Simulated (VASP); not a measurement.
# Pd in VASP: notebook

Pd is run at these levels: PBE; tasks: single point.

Program: VASP 6.6.1. These are calculated values, not measurements. Logs are shortened: lines on timing, memory, paths and dates and some standing lists are left out, and cuts for length are marked.

## 1. The cell of the first run

The cell holds a slab with vacuum, 5 atoms: a = 2.788 Å, b = 2.788 Å, c = 24.104 Å, α = 90.00°, β = 90.00°, γ = 120.00°.

## 2. Single point, PBE

INCAR

```
ALGO = Fast
DIPOL = 0.5 0.5 0.500
EDIFF = 1E-6
ENCUT = 520
GGA = PE
IDIPOL = 3
ISIF = 2
ISMEAR = 0
LASPH = True
LCHARG = False
LDIPOL = True
LREAL = False
LWAVE = False
NBANDS = 33
NELM = 100
PREC = Accurate
SIGMA = 0.1
```

KPOINTS

```
k-points
0
Gamma
  15 15 1
```

POSCAR

```
Pd
1.0
    2.7875915301      0.0000000000      0.0000000000
   -1.3937957650      2.4141250804      0.0000000000
    0.0000000000      0.0000000000     24.1042358134
Pd
5
Direct
    0.6666666667      0.3333333333      0.3111486321
    0.3333333333      0.6666666667      0.4055743160
    0.0000000000      0.0000000000      0.5000000000
    0.6666666667      0.3333333333      0.5944256840
    0.3333333333      0.6666666667      0.6888513679
```

Potentials or basis: VASP PAW PBE potentials, release 64 (Pd).

On the command line:

```sh
cat potpaw_PBE.64/Pd/POTCAR > POTCAR
mpirun -np 1 vasp_std > vasp.out
```

OUTCAR:

```text
EDIFF = 1E-6
   ENCUT = 520
   GGA = PE
   ISIF = 2
   ISMEAR = 0
   LASPH = True
   LREAL = False
   NELM = 100
   PREC = Accurate

 ion  position               nearest neighbor table
   1  0.667  0.333  0.311-   2 2.79   2 2.79   2 2.79
   2  0.333  0.667  0.406-   1 2.79   1 2.79   1 2.79   3 2.79   3 2.79   3 2.79
   3  0.000  0.000  0.500-   2 2.79   4 2.79   2 2.79   4 2.79   4 2.79   2 2.79
   4  0.667  0.333  0.594-   5 2.79   5 2.79   5 2.79   3 2.79   3 2.79   3 2.79
   5  0.333  0.667  0.689-   4 2.79   4 2.79   4 2.79

  LATTYP: Found a hexagonal cell.
 ALAT       =     2.7875915301
 C/A-ratio  =     8.6469755533

  Lattice vectors:

 A1 = (   2.7875915301,   0.0000000000,   0.0000000000)
 A2 = (  -1.3937957650,   2.4141250804,   0.0000000000)
 A3 = (   0.0000000000,   0.0000000000,  24.1042358134)

Analysis of symmetry for initial positions (statically):
=====================================================================
 Subroutine PRICEL returns:
 Original cell was already a primitive cell.

 Routine SETGRP: Setting up the symmetry group for a
 hexagonal supercell.

 Subroutine GETGRP returns: Found 12 space group operations
 (whereof 12 operations were pure point group operations)
 out of a pool of 24 trial point group operations.

The static configuration has the point symmetry D_3d.

Analysis of symmetry for dynamics (positions and initial velocities):
=====================================================================
 Subroutine PRICEL returns:
 Original cell was already a primitive cell.

 Routine SETGRP: Setting up the symmetry group for a
 hexagonal supercell.

 Subroutine GETGRP returns: Found 12 space group operations
 (whereof 12 operations were pure point group operations)
 out of a pool of 24 trial point group operations.

The dynamic configuration has the point symmetry D_3d.

 Subroutine INISYM returns: Found 12 space group operations
 (whereof 12 operations are pure point group operations),
 and found     1 'primitive' translations

----------------------------------------------------------------------------------------

                                     Primitive cell

  volume of cell :     162.2117

  direct lattice vectors                    reciprocal lattice vectors
     2.787591530  0.000000000  0.000000000     0.358732615  0.207114372  0.000000000
    -1.393795765  2.414125080  0.000000000     0.000000000  0.414228744  0.000000000
     0.000000000  0.000000000 24.104235813     0.000000000  0.000000000  0.041486484

  length of vectors
     2.787591530  2.787591530 24.104235813     0.414228744  0.414228744  0.041486484

  position of ions in fractional coordinates (direct lattice)
     0.666666667  0.333333333  0.311148632
     0.333333333  0.666666667  0.405574316
     0.000000000  0.000000000  0.500000000
     0.666666667  0.333333333  0.594425684
     0.333333333  0.666666667  0.688851368

  ion indices of the primitive-cell ions
   primitive index   ion index
                 1           1
                 2           2
                 3           3
                 4           4
                 5           5

----------------------------------------------------------------------------------------

 KPOINTS: k-points

Automatic generation of k-mesh.
 Grid dimensions read from file:
 generate k-points for:   15   15    1

 Generating k-lattice:

  Cartesian coordinates                     Fractional coordinates (reciprocal lattice)
     0.023915508  0.013807625  0.000000000     0.066666667 -0.000000000  0.000000000
     0.000000000  0.027615250  0.000000000     0.000000000  0.066666667  0.000000000
     0.000000000  0.000000000  0.041486484     0.000000000  0.000000000  1.000000000

  Length of vectors
     0.027615250  0.027615250  0.041486484

  Shift w.r.t. Gamma in fractional coordinates (k-lattice)
     0.000000000  0.000000000  0.000000000

 Subroutine IBZKPT returns following result:
 ===========================================

 Found     27 irreducible k-points:

 Following reciprocal coordinates:
            Coordinates               Weight
  0.000000  0.000000  0.000000      1.000000
  0.066667  0.000000  0.000000      6.000000
  0.133333 -0.000000  0.000000      6.000000
  0.200000  0.000000  0.000000      6.000000
  0.266667 -0.000000  0.000000      6.000000
  0.333333 -0.000000  0.000000      6.000000
[... 16 lines left out ...]
  0.333333  0.200000  0.000000     12.000000
  0.400000  0.200000  0.000000      6.000000
 [... further k-points ...]
   k-points           NKPTS =     27   k-points in BZ     NKDIM =     27   number of bands    NBANDS=     33
   number of dos      NEDOS =    301   number of ions     NIONS =      5
   total plane-waves  NPLWV = 103680
   dimension x,y,z NGX =    24 NGY =   24 NGZ =  180
   dimension x,y,z NGXF=    48 NGYF=   48 NGZF=  360
   ions per type =               5
   NGX,Y,Z   is equivalent  to a cutoff of  14.31, 14.31, 12.41 a.u.
   NGXF,Y,Z  is equivalent  to a cutoff of  28.63, 28.63, 24.83 a.u.
 SYSTEM =  unknown system
   PREC   = accura    normal or accurate (medium, high low for compatibility)
   ISTART =      0    job   : 0-new  1-cont  2-samecut
   ICHARG =      2    charge: 1-file 2-atom 10-const
   ISPIN  =      1    spin polarized calculation?
   LNONCOLLINEAR =      F non collinear calculations
   LSORBIT =      F    spin-orbit coupling
   LASPH  =      T    aspherical Exc in radial PAW
   ENCUT  =  520.0 eV  38.22 Ry    6.18 a.u.   5.18  5.18 44.82*2*pi/ulx,y,z
   NELM   =    100;   NELMIN=  2; NELMDL= -5     # of ELM steps
   EDIFF  = 0.1E-05   stopping-criterion for ELM
   LREAL  =      F    real-space projection
   EDIFFG = 0.1E-04   stopping-criterion for IOM
   NSW    =      0    number of steps for IOM
   IBRION =     -1    ionic relax: 0-MD 1-quasi-New 2-CG
   NFREE  =      0    steps in history (QN), initial steepest desc. (CG)
   ISIF   =      2    stress and relaxation
   ISYM   =      2    0-nonsym 1-usesym 2-fastsym
   POTIM  = 0.5000    time-step for ionic-motion
   TEBEG  =    0.0;   TEEND  =   0.0 temperature during run
   PSTRESS=    0.0 pullay stress
   NELECT =      50.0000    total number of electrons
   NUPDOWN=      -1.0000    fix difference up-down
   EMIN   =  10.00;   EMAX   =-10.00  energy-range for DOS
   EFERMI =   0.00;   METHOD = LEGACY
   ISMEAR =     0;   SIGMA  =   0.10  broadening in eV -4-tet -1-fermi 0-gaus
   EFERMI_NEDOS =   21; number of points for ismear=-14 and -15
   IALGO  =     68    algorithm
   IMIX   =      4    mixing-type and parameters
     AMIX     =   0.40;   BMIX     =  1.00
     AMIX_MAG =   1.60;   BMIX_MAG =  1.00
  volume/ion in A,a.u.               =      32.44       218.93
  Fermi-wavevector in a.u.,A,eV,Ry     =   1.105870  2.089791 16.639224  1.222948
  Thomas-Fermi vector in A             =   2.242363
   LORBIT       =      0    0 simple, 1 ext, 2 COOP (PROOUT), +10 PAW based schemes
   GGA     = PE    functional components
   LHFCALC =     F    Hartree Fock is set to
   AEXX    =    0.0000 exact exchange contribution
   IVDW    =     0    specifies the selected vdW correction
   LEPSILON=     F    determine dielectric tensor
   LRPA    =     F    only Hartree local field effects (RPA)
 non-spin polarized calculation
 RMM-DIIS sequential band-by-band and
 Gauss-broadening in eV      SIGMA  =   0.10
  energy-cutoff  :      520.00
  volume of cell :      162.21
 maximum number of plane-waves:      4399
 NGX is ok and might be reduce to    24
   NGX = 11   NGY = 11   NGZ = 89

 dipolmoment           0.000000      0.000000      0.000000 electrons x Angstroem

 number of electron      49.9999994 magnetization

 dipolmoment           0.000000      0.000000     -0.000000 electrons x Angstroem

 Free energy of the ion-electron system (eV)
  ---------------------------------------------------
  ext. energy  EPLUGINS =         0.00000000
  ---------------------------------------------------
  free energy    TOTEN  =       -24.99915448 eV

  energy without entropy =      -24.92904344  energy(sigma->0) =      -24.96409896

 E-fermi :   1.5654     XC(G=0):  -6.8163

 val. band max:        1.5631754689   @ k =   0.3333   0.1333   0.0000
 cond. band min:       1.5656048781   @ k =   0.2000   0.2000   0.0000
 fundamental gap:      0.0024294092
 Fermi energy:         1.5654076390

 k-point     1 :       0.0000    0.0000    0.0000
  band No.  band energies     occupation
      1      -4.9586      2.00000
      2      -4.1578      2.00000
      3      -3.4486      2.00000
      4      -3.2016      2.00000
      5      -3.1135      2.00000
      6      -1.1563      2.00000
[... 25 lines left out ...]
     32       6.5668      0.00000
     33       6.9839      0.00000

 k-point     2 :       0.0667    0.0000    0.0000
  band No.  band energies     occupation
      1      -4.8220      2.00000
      2      -4.0259      2.00000
      3      -3.3309      2.00000
      4      -3.0841      2.00000
      5      -2.9988      2.00000
      6      -1.2402      2.00000
[... 25 lines left out ...]
     32       6.6792      0.00000
     33       7.1067      0.00000

 k-point     3 :       0.1333   -0.0000    0.0000
  band No.  band energies     occupation
      1      -4.4331      2.00000
      2      -3.6621      2.00000
      3      -3.0231      2.00000
      4      -2.7658      2.00000
      5      -2.6926      2.00000
      6      -1.5235      2.00000
[... 25 lines left out ...]
     32       7.0129      0.00000
     33       7.4762      0.00000

 k-point     4 :       0.2000    0.0000    0.0000
  band No.  band energies     occupation
      1      -3.8721      2.00000
      2      -3.1998      2.00000
      3      -2.7217      2.00000
      4      -2.4358      2.00000
      5      -2.3007      2.00000
      6      -1.8830      2.00000
[... 25 lines left out ...]
     32       7.5580      0.00000
     33       8.0941      0.00000

 k-point     5 :       0.2667   -0.0000    0.0000
  band No.  band energies     occupation
      1      -3.3420      2.00000
      2      -2.9175      2.00000
      3      -2.7094      2.00000
      4      -2.3911      2.00000
      5      -2.3178      2.00000
      6      -2.0455      2.00000
[... 604 lines left out ...]
 k-point    22 :       0.2667    0.2000    0.0000
  band No.  band energies     occupation
      1      -2.6781      2.00000
      2      -2.6232      2.00000
      3      -2.4209      2.00000
      4      -2.2234      2.00000
      5      -2.1366      2.00000
      6      -1.9900      2.00000
[... 25 lines left out ...]
     32      10.3884      0.00000
     33      10.6076      0.00000

 k-point    23 :       0.3333    0.2000    0.0000
  band No.  band energies     occupation
      1      -2.8038      2.00000
      2      -2.6291      2.00000
      3      -2.4842      2.00000
      4      -2.3142      2.00000
      5      -2.1386      2.00000
      6      -2.0641      2.00000
[... 25 lines left out ...]
     32       9.4800      0.00000
     33      10.0500      0.00000

 k-point    24 :       0.4000    0.2000    0.0000
  band No.  band energies     occupation
      1      -2.8524      2.00000
      2      -2.6302      2.00000
      3      -2.5085      2.00000
      4      -2.3466      2.00000
      5      -2.1620      2.00000
      6      -2.0670      2.00000
[... 25 lines left out ...]
     32       9.2264      0.00000
     33       9.6833      0.00000

 [... further k-points ...]

------------------------ aborting loop because EDIFF is reached ----------------------------------------

 vacuum level on the upper side and lower side of the slab       (xc-potential included)        -0.153        -0.153

  FORCE on cell =-STRESS in cart. coord.  units (eV):
  Direction    XX          YY          ZZ          XY          YZ          ZX
  --------------------------------------------------------------------------------------
  -------------------------------------------------------------------------------------
  Total       -2.1352234     -2.1352234     -0.2947172     -0.0000000      0.0000000     -0.0000000
  in kB      -21.0897593    -21.0897593     -2.9109436     -0.0000000      0.0000000     -0.0000000
  external PRESSURE =     -15.0301540 kB  Pullay stress =       0.0000000 kB

 VOLUME and BASIS-vectors are now :
 -----------------------------------------------------------------------------
  energy-cutoff  :      520.00
  volume of cell :      162.21
      direct lattice vectors                 reciprocal lattice vectors
     2.787591530  0.000000000  0.000000000     0.358732615  0.207114372  0.000000000
    -1.393795765  2.414125080  0.000000000     0.000000000  0.414228744  0.000000000
     0.000000000  0.000000000 24.104235813     0.000000000  0.000000000  0.041486484

 POSITION                                       TOTAL-FORCE (eV/Angst)
 -----------------------------------------------------------------------------------
      1.39380      0.80471      7.50000        -0.000000     -0.000000     -0.004516
     -0.00000      1.60942      9.77606         0.000000      0.000000      0.065232
      0.00000      0.00000     12.05212         0.000000      0.000000      0.000000
      1.39380      0.80471     14.32818        -0.000000     -0.000000     -0.065232
     -0.00000      1.60942     16.60424         0.000000      0.000000      0.004516
 -----------------------------------------------------------------------------------
    total drift:                               -0.000000      0.000000     -0.000000

  FREE ENERGIE OF THE ION-ELECTRON SYSTEM (eV)
  ---------------------------------------------------
  free  energy   TOTEN  =       -24.9991544836 eV

  energy  without entropy=      -24.9290434373  energy(sigma->0) =      -24.96409896

 vacuum level on the upper side and lower side of the slab         6.687         6.687
```

Run time: 2 min. Hardware: 1 thread of Intel Xeon 6975P-C (Granite Rapids), shared host; peak memory 0.36 GiB.

What came out:

| Item | Value |
| --- | --- |
| Free energy | -24.9992 eV |
| Largest force | 0.065 eV/Å |
| Band gap on the k mesh | zero (band 25 reaches 1.86 eV, above the bottom of band 26 at 1.02 eV) |

Forces in eV/Å, atoms in the order of the input:
```
Pd   0.000  0.000 -0.005
Pd   0.000  0.000  0.065
Pd   0.000  0.000  0.000
Pd   0.000  0.000 -0.065
Pd   0.000  0.000  0.005
```

## 3. Single point, PBE

INCAR

```
ALGO     = Fast           # electronic algorithm
DIPOL    = 0.5 0.5 0.500
EDIFF    = 1E-7           # SCF threshold, eV
ENCUT    = 520            # plane-wave cutoff, eV
GGA      = PE             # functional
IDIPOL   = 3            
ISIF     = 2              # what is computed and relaxed
ISMEAR   = 0              # smearing method
LASPH    = True           # aspherical terms in the spheres
LCHARG   = False          # write CHGCAR
LDIPOL   = True         
LREAL    = False          # projectors in reciprocal space
LWAVE    = False          # write WAVECAR
NBANDS   = 33             # bands
NELM     = 60             # most SCF steps
PREC     = Accurate       # precision mode
SIGMA    = 0.1            # smearing width, eV
```

KPOINTS is that of step 2.

POSCAR

```
Pd
1.0
    2.7875915301      0.0000000000      0.0000000000
   -1.3937957650      2.4141250804      0.0000000000
    0.0000000000      0.0000000000     24.1042358134
Pd
5
Direct
    0.6666666667      0.3333333333      0.3114673868
    0.3333333333      0.6666666667      0.4060577526
    0.0000000000      0.0000000000      0.4999999995
    0.6666666667      0.3333333333      0.5939422443
    0.3333333333      0.6666666667      0.6885326168
```

Potentials or basis: VASP PAW PBE potentials, release 64 (Pd).

On the command line:

```sh
cat potpaw_PBE.64/Pd/POTCAR > POTCAR
mpirun -np 1 vasp_std > vasp.out
```

It took 2.1 min on 1 thread of Intel Xeon 6975P-C (Granite Rapids), shared host; peak memory 0.36 GiB.

Results (log left out):

| Item | Value |
| --- | --- |
| Free energy | -25.0000 eV |
| Largest force | 0.014 eV/Å |
| Band gap on the k mesh | zero (band 25 reaches 1.86 eV, above the bottom of band 26 at 1.01 eV) |

Forces in eV/Å, atoms in the order of the input:
```
Pd   0.000  0.000  0.014
Pd   0.000  0.000 -0.003
Pd   0.000  0.000  0.000
Pd   0.000  0.000  0.003
Pd   0.000  0.000 -0.014
```

Levels at points of the mesh, in eV from the Fermi level:
```
           k point  band 21  band 22  band 23  band 24  band 25  band 26  band 27  band 28  band 29  band 30
(0.00, 0.00, 0.00)    -1.05    -1.05    -1.05    -0.71    -0.71    -0.28    -0.28    -0.05    -0.05     0.74
```
